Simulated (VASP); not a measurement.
# TaN (P6_3/mmc) in VASP: electric field gradients with r2SCAN

Aim: the electric field gradients of TaN with r2SCAN.

Everything below comes from runs of VASP 6.6.1. Logs are shortened: lines on timing, memory, paths and dates and some standing lists are left out, and cuts for length are marked.

### Step 1. The cell of the first run

It takes space group P6_3/mmc (No. 194, hexagonal). Conventional cell: a = 2.922 Å, b = 2.922 Å, c = 5.917 Å, α = 90.00°, β = 90.00°, γ = 120.00°. Within 3.0 Å of Ta (site symmetry -3m) lie 6 N at 2.24 Å and 8 Ta at 2.92 to 2.96 Å. Within 3.0 Å of N (site symmetry -6m2) lie 6 Ta at 2.24 Å and 6 N at 2.92 Å.

### Step 2. Electric field gradients, r2SCAN

Input file POSCAR:

```
TaN
1.0
    2.9217699809      0.0000000000      0.0000000000
   -1.4608849905      2.5303270275      0.0000000000
    0.0000000000      0.0000000000      5.9165150000
Ta N
2 2
Direct
    0.0000000000      0.0000000000      0.0000000000
    0.0000000000      0.0000000000      0.5000000000
    0.6666666667      0.3333333333      0.7500000000
    0.3333333333      0.6666666667      0.2500000000
```

Input file INCAR.step1:

```
PREC = Accurate
ENCUT = 520
ISMEAR = -1
SIGMA = 0.03
LREAL = False
LASPH = True
NELM = 80
NBANDS = 24
GGA = PE
ALGO = Normal
EDIFF = 1E-4
LWAVE = True
LCHARG = False
```

Input file INCAR.step2:

```
PREC = Accurate
ENCUT = 520
EDIFF = 1E-8
ISMEAR = -1
SIGMA = 0.03
LREAL = False
LASPH = True
NELM = 80
ALGO = Normal
ISIF = 2
LWAVE = False
LCHARG = False
METAGGA = R2SCAN
LMIXTAU = True
LEFG = True
NBANDS = 24
ISTART = 1
```

Input file KPOINTS:

```
Automatic mesh
0
Gamma
  13 13 6
```

Potentials or basis: VASP PAW PBE potentials, release 64 (Ta_pv, N).

Run with:

```
$ cat potpaw_PBE.64/Ta_pv/POTCAR potpaw_PBE.64/N/POTCAR > POTCAR
$ cp INCAR.step1 INCAR
$ mpirun -np 1 vasp_std > vasp.out
$ cp INCAR.step2 INCAR
$ mpirun -np 1 vasp_std > vasp.out
```

OUTCAR:

```text
PREC = Accurate
   ENCUT = 520
   EDIFF = 1E-8
   ISMEAR = -1
   LREAL = False
   LASPH = True
   NELM = 80
   ISIF = 2
   METAGGA = R2SCAN
   ISTART = 1

 ion  position               nearest neighbor table
   1  0.000  0.000  0.000-   3 2.24   4 2.24   3 2.24   4 2.24   3 2.24   4 2.24   2 2.96   2 2.96

   2  0.000  0.000  0.500-   3 2.24   4 2.24   3 2.24   4 2.24   3 2.24   4 2.24   1 2.96   1 2.96

   3  0.667  0.333  0.750-   1 2.24   2 2.24   1 2.24   2 2.24   1 2.24   2 2.24
   4  0.333  0.667  0.250-   1 2.24   2 2.24   1 2.24   2 2.24   1 2.24   2 2.24

  LATTYP: Found a hexagonal cell.
 ALAT       =     2.9217699809
 C/A-ratio  =     2.0249763119

  Lattice vectors:

 A1 = (   2.9217699809,   0.0000000000,   0.0000000000)
 A2 = (  -1.4608849905,   2.5303270275,   0.0000000000)
 A3 = (   0.0000000000,   0.0000000000,   5.9165150000)

Analysis of symmetry for initial positions (statically):
=====================================================================
 Subroutine PRICEL returns:
 Original cell was already a primitive cell.

 Routine SETGRP: Setting up the symmetry group for a
 hexagonal supercell.

 Subroutine GETGRP returns: Found 24 space group operations
 (whereof 12 operations were pure point group operations)
 out of a pool of 24 trial point group operations.

The static configuration has the point symmetry D_3d.
 The point group associated with its full space group is D_6h.

Analysis of symmetry for dynamics (positions and initial velocities):
=====================================================================
 Subroutine PRICEL returns:
 Original cell was already a primitive cell.

 Routine SETGRP: Setting up the symmetry group for a
 hexagonal supercell.

 Subroutine GETGRP returns: Found 24 space group operations
 (whereof 12 operations were pure point group operations)
 out of a pool of 24 trial point group operations.

The dynamic configuration has the point symmetry D_3d.
 The point group associated with its full space group is D_6h.

 Subroutine INISYM returns: Found 24 space group operations
 (whereof 12 operations are pure point group operations),
 and found     1 'primitive' translations

----------------------------------------------------------------------------------------

                                     Primitive cell

  volume of cell :      43.7410

  direct lattice vectors                    reciprocal lattice vectors
     2.921769981  0.000000000  0.000000000     0.342258291  0.197602916  0.000000000
    -1.460884991  2.530327027  0.000000000     0.000000000  0.395205833  0.000000000
     0.000000000  0.000000000  5.916515000     0.000000000  0.000000000  0.169018417

  length of vectors
     2.921769981  2.921769981  5.916515000     0.395205833  0.395205833  0.169018417

  position of ions in fractional coordinates (direct lattice)
     0.000000000  0.000000000  0.000000000
     0.000000000  0.000000000  0.500000000
     0.666666667  0.333333333  0.750000000
     0.333333333  0.666666667  0.250000000

  ion indices of the primitive-cell ions
   primitive index   ion index
                 1           1
                 2           2
                 3           3
                 4           4

----------------------------------------------------------------------------------------

 KPOINTS: Automatic mesh

Automatic generation of k-mesh.
 Grid dimensions read from file:
 generate k-points for:   13   13    6

 Generating k-lattice:

  Cartesian coordinates                     Fractional coordinates (reciprocal lattice)
     0.026327561  0.015200224  0.000000000     0.076923077  0.000000000  0.000000000
     0.000000000  0.030400449  0.000000000     0.000000000  0.076923077  0.000000000
     0.000000000  0.000000000  0.028169736     0.000000000  0.000000000  0.166666667

  Length of vectors
     0.030400449  0.030400449  0.028169736

  Shift w.r.t. Gamma in fractional coordinates (k-lattice)
     0.000000000  0.000000000  0.000000000

 Subroutine IBZKPT returns following result:
 ===========================================

 Found     84 irreducible k-points:

 Following reciprocal coordinates:
            Coordinates               Weight
  0.000000  0.000000  0.000000      1.000000
  0.076923  0.000000  0.000000      6.000000
  0.153846  0.000000  0.000000      6.000000
  0.230769  0.000000  0.000000      6.000000
  0.307692  0.000000  0.000000      6.000000
  0.384615  0.000000  0.000000      6.000000
[... 16 lines left out ...]
  0.076923  0.000000  0.166667     12.000000
  0.153846  0.000000  0.166667     12.000000
 [... further k-points ...]
   k-points           NKPTS =     84   k-points in BZ     NKDIM =     84   number of bands    NBANDS=     24
   number of dos      NEDOS =    301   number of ions     NIONS =      4
   total plane-waves  NPLWV =  27648
   dimension x,y,z NGX =    24 NGY =   24 NGZ =   48
   dimension x,y,z NGXF=    48 NGYF=   48 NGZF=   96
   ions per type =               2   2
   NGX,Y,Z   is equivalent  to a cutoff of  13.66, 13.66, 13.49 a.u.
   NGXF,Y,Z  is equivalent  to a cutoff of  27.31, 27.31, 26.97 a.u.
 SYSTEM =  unknown system
   PREC   = accura    normal or accurate (medium, high low for compatibility)
   ISTART =      1    job   : 0-new  1-cont  2-samecut
   ICHARG =      0    charge: 1-file 2-atom 10-const
   ISPIN  =      1    spin polarized calculation?
   LNONCOLLINEAR =      F non collinear calculations
   LSORBIT =      F    spin-orbit coupling
   LASPH  =      T    aspherical Exc in radial PAW
   ENCUT  =  520.0 eV  38.22 Ry    6.18 a.u.   5.43  5.43 11.00*2*pi/ulx,y,z
   NELM   =     80;   NELMIN=  2; NELMDL=  0     # of ELM steps
   EDIFF  = 0.1E-07   stopping-criterion for ELM
   LREAL  =      F    real-space projection
   EDIFFG = 0.1E-06   stopping-criterion for IOM
   NSW    =      0    number of steps for IOM
   IBRION =     -1    ionic relax: 0-MD 1-quasi-New 2-CG
   NFREE  =      0    steps in history (QN), initial steepest desc. (CG)
   ISIF   =      2    stress and relaxation
   ISYM   =      2    0-nonsym 1-usesym 2-fastsym
   POTIM  = 0.5000    time-step for ionic-motion
   TEBEG  =    0.0;   TEEND  =   0.0 temperature during run
   PSTRESS=    0.0 pullay stress
   NELECT =      32.0000    total number of electrons
   NUPDOWN=      -1.0000    fix difference up-down
   EMIN   =  10.00;   EMAX   =-10.00  energy-range for DOS
   EFERMI =   0.00;   METHOD = LEGACY
   ISMEAR =    -1;   SIGMA  =   0.03  broadening in eV -4-tet -1-fermi 0-gaus
   EFERMI_NEDOS =   21; number of points for ismear=-14 and -15
   IALGO  =     38    algorithm
   IMIX   =      4    mixing-type and parameters
     AMIX     =   0.40;   BMIX     =  1.00
     AMIX_MAG =   1.60;   BMIX_MAG =  1.00
  volume/ion in A,a.u.               =      10.94        73.79
  Fermi-wavevector in a.u.,A,eV,Ry     =   1.475124  2.787581 29.606163  2.175992
  Thomas-Fermi vector in A             =   2.589812
   LORBIT       =      0    0 simple, 1 ext, 2 COOP (PROOUT), +10 PAW based schemes
   METAGGA = R2SCAN    functional components
   LHFCALC =     F    Hartree Fock is set to
   AEXX    =    0.0000 exact exchange contribution
   IVDW    =     0    specifies the selected vdW correction
   LEPSILON=     F    determine dielectric tensor
   LRPA    =     F    only Hartree local field effects (RPA)
 non-spin polarized calculation
  energy-cutoff  :      520.00
  volume of cell :       43.74
 maximum number of plane-waves:      1223
 NGX is ok and might be reduce to    24
   NGX = 11   NGY = 11   NGZ = 23

 number of electron      32.0000005 magnetization

 Free energy of the ion-electron system (eV)
  ---------------------------------------------------
  ext. energy  EPLUGINS =         0.00000000
  ---------------------------------------------------
  free energy    TOTEN  =      -119.69222758 eV

  energy without entropy =     -119.68911749  energy(sigma->0) =     -119.69067253

 E-fermi :   8.1109     XC(G=0): -14.2854

 val. band max:        8.0989542167   @ k =   0.0769   0.0000   0.0000
 cond. band min:       8.1301656563   @ k =   0.0769   0.0000   0.1667
 fundamental gap:      0.0312114397
 Fermi energy:         8.1108984674

 k-point     1 :       0.0000    0.0000    0.0000
  band No.  band energies     occupation
      1     -28.8496      2.00000
      2     -28.0861      2.00000
      3     -27.8299      2.00000
      4     -27.8299      2.00000
      5     -27.7681      2.00000
      6     -27.7681      2.00000
[... 637 lines left out ...]
     23      13.4593      0.00000
     24      13.8877      0.00000

 [... further k-points ...]
[... 5 lines left out ...]
  --------------------------------------------------------------------------------------
  -------------------------------------------------------------------------------------
  Total       -1.3046217     -1.3046217     -0.9125066      0.0000000      0.0000000      0.0000000
  in kB      -47.7866460    -47.7866460    -33.4239653      0.0000000      0.0000000      0.0000000
  external PRESSURE =     -42.9990858 kB  Pullay stress =       0.0000000 kB

 VOLUME and BASIS-vectors are now :
 -----------------------------------------------------------------------------
  energy-cutoff  :      520.00
  volume of cell :       43.74
      direct lattice vectors                 reciprocal lattice vectors
     2.921769981  0.000000000  0.000000000     0.342258291  0.197602916  0.000000000
    -1.460884991  2.530327027  0.000000000     0.000000000  0.395205833  0.000000000
     0.000000000  0.000000000  5.916515000     0.000000000  0.000000000  0.169018417

 POSITION                                       TOTAL-FORCE (eV/Angst)
 -----------------------------------------------------------------------------------
      0.00000      0.00000      0.00000        -0.000000      0.000000      0.000000
      0.00000      0.00000      2.95826        -0.000000      0.000000      0.000000
      1.46088      0.84344      4.43739        -0.000000      0.000000      0.000000
     -0.00000      1.68688      1.47913         0.000000     -0.000000      0.000000
 -----------------------------------------------------------------------------------
    total drift:                               -0.000000      0.000000      0.000000

  FREE ENERGIE OF THE ION-ELECTRON SYSTEM (eV)
  ---------------------------------------------------
  free  energy   TOTEN  =      -119.6922275784 eV

  energy  without entropy=     -119.6891174890  energy(sigma->0) =     -119.69067253

 Electric field gradients (V/A^2)
---------------------------------------------------------------------
 ion       V_xx      V_yy      V_zz      V_xy      V_xz      V_yz
---------------------------------------------------------------------
   1      51.709    51.709  -103.418     0.000    -0.000     0.000
   2      51.709    51.709  -103.418     0.000     0.000    -0.000
   3      -7.628    -7.627    15.256     0.001     0.000     0.000
   4      -7.628    -7.627    15.256     0.001     0.000     0.000
---------------------------------------------------------------------

 Electric field gradients after diagonalization (V/A^2)
 (convention: |V_zz| > |V_xx| > |V_yy|)
----------------------------------------------------------------------
 ion       V_xx      V_yy      V_zz     asymmetry (V_yy - V_xx)/ V_zz
----------------------------------------------------------------------
   1      51.710    51.709  -103.418       0.000
   2      51.710    51.709  -103.418       0.000
   3      -7.629    -7.627    15.256       0.000
   4      -7.629    -7.627    15.256       0.000
----------------------------------------------------------------------

           NMR quadrupolar parameters

 Cq : quadrupolar parameter    Cq=e*Q*V_zz/h
 eta: asymmetry parameters     (V_yy - V_xx)/ V_zz
 Q  : nuclear electric quadrupole moment in mb (millibarn)
----------------------------------------------------------------------
 ion       Cq(MHz)       eta       Q (mb)
----------------------------------------------------------------------
   1      -0.250       0.000       1.000
   2      -0.250       0.000       1.000
   3       0.037       0.000       1.000
   4       0.037       0.000       1.000
----------------------------------------------------------------------
```

Wall time 5.2 min (1 thread of Intel Xeon Platinum 8259CL at 2.50GHz (Skylake/Cascade Lake), shared host); peak memory 0.23 GiB.

What came out:

```
Free energy                             : -119.6922 eV
Pressure                                : -4.3 GPa
Band gap on the k mesh                  : zero (bands 16 and 17 overlap by 1.14 eV)
Largest electric field gradient by atom : Ta -103.4; N +15.3 V/Å²
```

Levels at points of the mesh, in eV from the Fermi level:
| k point | band 12 | band 13 | band 14 | band 15 | band 16 | band 17 | band 18 | band 19 | band 20 | band 21 |
| --- | --- | --- | --- | --- | --- | --- | --- | --- | --- | --- |
| (0.00, 0.00, 0.00) | -4.49 | -3.74 | -2.20 | -2.20 | -0.23 | -0.23 | 0.59 | 0.59 | 2.38 | 3.43 |
| (0.00, 0.00, 0.50) | -4.10 | -4.10 | -4.10 | -0.70 | -0.70 | 1.00 | 1.00 | 1.00 | 1.00 | 4.51 |

Electric field gradients, principal values (V/Å²):
| atom | least | middle | greatest (by size) |
| --- | --- | --- | --- |
| 1 Ta | 51.709 | 51.710 | -103.418 |
| 2 Ta | 51.709 | 51.710 | -103.418 |
| 3 N | -7.627 | -7.629 | 15.256 |
| 4 N | -7.627 | -7.629 | 15.256 |

Caveat: the cell stands under tension; without QUAD_EFG the Cq values of the log hold for a quadrupole moment of 1 mb, not for the nuclei; the PAW data sets were made with another functional, which shifts forces and pressure a little; spin-orbit coupling is left out, which moves the levels of the heavy elements.

The gap in the log of VASP goes by the Fermi energy; the results here count the filled bands.